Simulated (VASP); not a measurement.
# BN (P6_3/mmc) in VASP: a series of runs

BN is run at these levels: PBEsol; tasks: single point.

Everything below comes from runs of VASP 6.6.1. Logs are shortened: lines on timing, memory, paths and dates and some standing lists are left out, and cuts for length are marked.

## Step 1: The cell of the first run

The structure is hexagonal, space group P6_3/mmc (No. 194). The conventional cell has a = 2.480 Å, b = 2.480 Å, c = 5.458 Å, α = 90.00°, β = 90.00°, γ = 120.00°. B (site symmetry -6m2) has 3 N at 1.43 Å within 1.9 Å. Within 1.9 Å of N (site symmetry -6m2) lie 3 B at 1.43 Å.

## Step 2: Single point, PBEsol

Contents of INCAR:

```
SYSTEM = BN
ALGO     = Normal         ! electronic algorithm
EDIFF    = 1E-6           ! SCF threshold, eV
ENCUT    = 520            ! plane-wave cutoff, eV
GGA      = PS             ! functional
ISIF     = 2              ! what is computed and relaxed
ISMEAR   = 0              ! smearing method
LASPH    = .TRUE.         ! aspherical terms in the spheres
LCHARG   = .FALSE.        ! write CHGCAR
LREAL    = .FALSE.        ! projectors in reciprocal space
LWAVE    = .FALSE.        ! write WAVECAR
NBANDS   = 16             ! bands
NELM     = 100            ! most SCF steps
PREC     = Accurate       ! precision mode
SIGMA    = 0.01           ! smearing width, eV
```

Contents of KPOINTS:

```
k-points
0
G
  10 10 4
  0 0 0
```

Contents of POSCAR:

```
BN
1.0
    2.4801717621      0.0000000000      0.0000000000
   -1.2400858810      2.1478917517      0.0000000000
    0.0000000000      0.0000000000      5.4577388783
B N
2 2
Direct
    0.3333333333      0.6666666667      0.2500000000
    0.6666666667      0.3333333333      0.7500000000
    0.3333333333      0.6666666667      0.7500000000
    0.6666666667      0.3333333333      0.2500000000
```

Potentials or basis: VASP PAW PBE potentials, release 64 (B, N).

Started as:

```console
> cat potpaw_PBE.64/B/POTCAR potpaw_PBE.64/N/POTCAR > POTCAR
> mpirun -np 1 vasp_std > vasp.out
```

OUTCAR:

```text
SYSTEM = BN
   EDIFF = 1E-6
   ENCUT = 520
   GGA = PS
   ISIF = 2
   ISMEAR = 0
   LASPH = .TRUE.
   LREAL = .FALSE.
   NELM = 100
   PREC = Accurate

 ion  position               nearest neighbor table
   1  0.333  0.667  0.250-   4 1.43   4 1.43   4 1.43
   2  0.667  0.333  0.750-   3 1.43   3 1.43   3 1.43
   3  0.333  0.667  0.750-   2 1.43   2 1.43   2 1.43
   4  0.667  0.333  0.250-   1 1.43   1 1.43   1 1.43

  LATTYP: Found a hexagonal cell.
 ALAT       =     2.4801717621
 C/A-ratio  =     2.2005487530

  Lattice vectors:

 A1 = (   2.4801717621,   0.0000000000,   0.0000000000)
 A2 = (  -1.2400858810,   2.1478917517,   0.0000000000)
 A3 = (   0.0000000000,   0.0000000000,   5.4577388783)

Analysis of symmetry for initial positions (statically):
=====================================================================
 Subroutine PRICEL returns:
 Original cell was already a primitive cell.

 Routine SETGRP: Setting up the symmetry group for a
 hexagonal supercell.

 Subroutine GETGRP returns: Found 24 space group operations
 (whereof 12 operations were pure point group operations)
 out of a pool of 24 trial point group operations.

The static configuration has the point symmetry D_3d.
 The point group associated with its full space group is D_6h.

Analysis of symmetry for dynamics (positions and initial velocities):
=====================================================================
 Subroutine PRICEL returns:
 Original cell was already a primitive cell.

 Routine SETGRP: Setting up the symmetry group for a
 hexagonal supercell.

 Subroutine GETGRP returns: Found 24 space group operations
 (whereof 12 operations were pure point group operations)
 out of a pool of 24 trial point group operations.

The dynamic configuration has the point symmetry D_3d.
 The point group associated with its full space group is D_6h.

 Subroutine INISYM returns: Found 24 space group operations
 (whereof 12 operations are pure point group operations),
 and found     1 'primitive' translations

----------------------------------------------------------------------------------------

                                     Primitive cell

  volume of cell :      29.0741

  direct lattice vectors                    reciprocal lattice vectors
     2.480171762  0.000000000  0.000000000     0.403197881  0.232786405  0.000000000
    -1.240085881  2.147891752  0.000000000     0.000000000  0.465572811  0.000000000
     0.000000000  0.000000000  5.457738878     0.000000000  0.000000000  0.183226062

  length of vectors
     2.480171762  2.480171762  5.457738878     0.465572811  0.465572811  0.183226062

  position of ions in fractional coordinates (direct lattice)
     0.333333333  0.666666667  0.250000000
     0.666666667  0.333333333  0.750000000
     0.333333333  0.666666667  0.750000000
     0.666666667  0.333333333  0.250000000

  ion indices of the primitive-cell ions
   primitive index   ion index
                 1           1
                 2           2
                 3           3
                 4           4

----------------------------------------------------------------------------------------

 KPOINTS: k-points

Automatic generation of k-mesh.
 Grid dimensions read from file:
 generate k-points for:   10   10    4

 Generating k-lattice:

  Cartesian coordinates                     Fractional coordinates (reciprocal lattice)
     0.040319788  0.023278641  0.000000000     0.100000000  0.000000000  0.000000000
     0.000000000  0.046557281  0.000000000     0.000000000  0.100000000  0.000000000
     0.000000000  0.000000000  0.045806515     0.000000000  0.000000000  0.250000000

  Length of vectors
     0.046557281  0.046557281  0.045806515

  Shift w.r.t. Gamma in fractional coordinates (k-lattice)
     0.000000000  0.000000000  0.000000000

 Subroutine IBZKPT returns following result:
 ===========================================

 Found     42 irreducible k-points:

 Following reciprocal coordinates:
            Coordinates               Weight
  0.000000  0.000000  0.000000      1.000000
  0.100000  0.000000  0.000000      6.000000
  0.200000  0.000000  0.000000      6.000000
  0.300000 -0.000000  0.000000      6.000000
  0.400000 -0.000000  0.000000      6.000000
  0.500000 -0.000000  0.000000      3.000000
[... 16 lines left out ...]
  0.300000  0.100000  0.250000     24.000000
  0.400000  0.100000  0.250000     24.000000
 [... further k-points ...]
   k-points           NKPTS =     42   k-points in BZ     NKDIM =     42   number of bands    NBANDS=     16
   number of dos      NEDOS =    301   number of ions     NIONS =      4
   total plane-waves  NPLWV =  13608
   dimension x,y,z NGX =    18 NGY =   18 NGZ =   42
   dimension x,y,z NGXF=    36 NGYF=   36 NGZF=   84
   ions per type =               2   2
   NGX,Y,Z   is equivalent  to a cutoff of  12.07, 12.07, 12.79 a.u.
   NGXF,Y,Z  is equivalent  to a cutoff of  24.13, 24.13, 25.59 a.u.
 SYSTEM =  BN
   PREC   = accura    normal or accurate (medium, high low for compatibility)
   ISTART =      0    job   : 0-new  1-cont  2-samecut
   ICHARG =      2    charge: 1-file 2-atom 10-const
   ISPIN  =      1    spin polarized calculation?
   LNONCOLLINEAR =      F non collinear calculations
   LSORBIT =      F    spin-orbit coupling
   LASPH  =      T    aspherical Exc in radial PAW
   ENCUT  =  520.0 eV  38.22 Ry    6.18 a.u.   4.61  4.61 10.15*2*pi/ulx,y,z
   NELM   =    100;   NELMIN=  2; NELMDL= -5     # of ELM steps
   EDIFF  = 0.1E-05   stopping-criterion for ELM
   LREAL  =      F    real-space projection
   EDIFFG = 0.1E-04   stopping-criterion for IOM
   NSW    =      0    number of steps for IOM
   IBRION =     -1    ionic relax: 0-MD 1-quasi-New 2-CG
   NFREE  =      0    steps in history (QN), initial steepest desc. (CG)
   ISIF   =      2    stress and relaxation
   ISYM   =      2    0-nonsym 1-usesym 2-fastsym
   POTIM  = 0.5000    time-step for ionic-motion
   TEBEG  =    0.0;   TEEND  =   0.0 temperature during run
   PSTRESS=    0.0 pullay stress
   NELECT =      16.0000    total number of electrons
   NUPDOWN=      -1.0000    fix difference up-down
   EMIN   =  10.00;   EMAX   =-10.00  energy-range for DOS
   EFERMI =   0.00;   METHOD = LEGACY
   ISMEAR =     0;   SIGMA  =   0.01  broadening in eV -4-tet -1-fermi 0-gaus
   EFERMI_NEDOS =   21; number of points for ismear=-14 and -15
   IALGO  =     38    algorithm
   IMIX   =      4    mixing-type and parameters
     AMIX     =   0.40;   BMIX     =  1.00
     AMIX_MAG =   1.60;   BMIX_MAG =  1.00
  volume/ion in A,a.u.               =       7.27        49.05
  Fermi-wavevector in a.u.,A,eV,Ry     =   1.341567  2.535195 24.487811  1.799803
  Thomas-Fermi vector in A             =   2.469791
   LORBIT       =      0    0 simple, 1 ext, 2 COOP (PROOUT), +10 PAW based schemes
   GGA     = PS    functional components
   LHFCALC =     F    Hartree Fock is set to
   AEXX    =    0.0000 exact exchange contribution
   IVDW    =     0    specifies the selected vdW correction
   LEPSILON=     F    determine dielectric tensor
   LRPA    =     F    only Hartree local field effects (RPA)
 non-spin polarized calculation
 Gauss-broadening in eV      SIGMA  =   0.01
  energy-cutoff  :      520.00
  volume of cell :       29.07
 maximum number of plane-waves:       798
   NGX =  9   NGY =  9   NGZ = 21

 number of electron      15.9999997 magnetization

 Free energy of the ion-electron system (eV)
  ---------------------------------------------------
  ext. energy  EPLUGINS =         0.00000000
  ---------------------------------------------------
  free energy    TOTEN  =       -36.30436703 eV

  energy without entropy =      -36.30436703  energy(sigma->0) =      -36.30436703

 E-fermi :   4.3825     XC(G=0): -11.6486

 val. band max:        4.3249438245   @ k =   0.3000   0.2000   0.0000
 cond. band min:       8.1759296518   @ k =   0.5000  -0.0000   0.2500
 fundamental gap:      3.8509858274
 Fermi energy:         4.3825160518

 k-point     1 :       0.0000    0.0000    0.0000
  band No.  band energies     occupation
      1     -14.2664      2.00000
      2     -13.1263      2.00000
      3      -3.5019      2.00000
      4       1.5277      2.00000
      5       2.7600      2.00000
      6       2.7600      2.00000
[... 8 lines left out ...]
     15      17.2813      0.00000
     16      17.3163      0.00000

 k-point     2 :       0.1000    0.0000    0.0000
  band No.  band energies     occupation
      1     -14.0588      2.00000
      2     -12.9396      2.00000
      3      -3.2225      2.00000
      4       1.7532      2.00000
      5       1.9391      2.00000
      6       2.1855      2.00000
[... 8 lines left out ...]
     15      17.0059      0.00000
     16      17.9379      0.00000

 k-point     3 :       0.2000    0.0000    0.0000
  band No.  band energies     occupation
      1     -13.4501      2.00000
      2     -12.3973      2.00000
      3      -2.3969      2.00000
      4      -0.0245      2.00000
      5       0.3073      2.00000
      6       1.4943      2.00000
[... 8 lines left out ...]
     15      19.2638      0.00000
     16      19.2679      0.00000

 k-point     4 :       0.3000   -0.0000    0.0000
  band No.  band energies     occupation
      1     -12.4955      2.00000
      2     -11.5727      2.00000
      3      -2.3101      2.00000
      4      -1.8921      2.00000
      5      -1.0772      2.00000
      6       0.6155      2.00000
[... 8 lines left out ...]
     15      21.4260      0.00000
     16      21.8936      0.00000
[... 324 lines left out ...]
 k-point    22 :       0.2000    0.1000    0.2500
  band No.  band energies     occupation
      1     -12.7410      2.00000
      2     -12.0525      2.00000
      3      -1.3905      2.00000
      4      -1.0092      2.00000
      5      -0.8280      2.00000
      6       0.5988      2.00000
[... 8 lines left out ...]
     15      20.2895      0.00000
     16      20.7187      0.00000

 k-point    23 :       0.3000    0.1000    0.2500
  band No.  band energies     occupation
      1     -11.6962      2.00000
      2     -11.1345      2.00000
      3      -3.2842      2.00000
      4      -2.9974      2.00000
      5      -0.2513      2.00000
      6      -0.0067      2.00000
[... 8 lines left out ...]
     15      20.5826      0.00000
     16      22.6754      0.00000

 k-point    24 :       0.4000    0.1000    0.2500
  band No.  band energies     occupation
      1     -10.7065      2.00000
      2     -10.3999      2.00000
      3      -4.7090      2.00000
      4      -4.4844      2.00000
      5      -0.6806      2.00000
      6      -0.4233      2.00000
[... 8 lines left out ...]
     15      20.8116      0.00000
     16      24.5395      0.00000

 [... further k-points ...]
[... 5 lines left out ...]
  --------------------------------------------------------------------------------------
  -------------------------------------------------------------------------------------
  Total        2.8421342      2.8421342      2.6825800      0.0000000      0.0000000      0.0000000
  in kB      156.6203745    156.6203745    147.8278869      0.0000000      0.0000000      0.0000000
  external PRESSURE =     153.6895453 kB  Pullay stress =       0.0000000 kB

 VOLUME and BASIS-vectors are now :
 -----------------------------------------------------------------------------
  energy-cutoff  :      520.00
  volume of cell :       29.07
      direct lattice vectors                 reciprocal lattice vectors
     2.480171762  0.000000000  0.000000000     0.403197881  0.232786405  0.000000000
    -1.240085881  2.147891752  0.000000000     0.000000000  0.465572811  0.000000000
     0.000000000  0.000000000  5.457738878     0.000000000  0.000000000  0.183226062

 POSITION                                       TOTAL-FORCE (eV/Angst)
 -----------------------------------------------------------------------------------
     -0.00000      1.43193      1.36443         0.000000     -0.000000      0.000000
      1.24009      0.71596      4.09330        -0.000000      0.000000      0.000000
     -0.00000      1.43193      4.09330         0.000000     -0.000000      0.000000
      1.24009      0.71596      1.36443        -0.000000      0.000000      0.000000
 -----------------------------------------------------------------------------------
    total drift:                               -0.000000      0.000000      0.000000

  FREE ENERGIE OF THE ION-ELECTRON SYSTEM (eV)
  ---------------------------------------------------
  free  energy   TOTEN  =       -36.3043670279 eV

  energy  without entropy=      -36.3043670279  energy(sigma->0) =      -36.30436703
```

It took 17 s on 1 thread of Intel Xeon 6975P-C, shared host; peak memory 0.14 GiB.

Results:

```
Free energy            : -36.3044 eV
Pressure               : 15.4 GPa
Band gap on the k mesh : 3.85 eV, indirect (least direct gap 4.28 eV)
```

Caveat: the PAW data sets were made with another functional, which shifts forces and pressure a little. A k mesh can miss the band edges.

(Continued in part 2 of 2.)
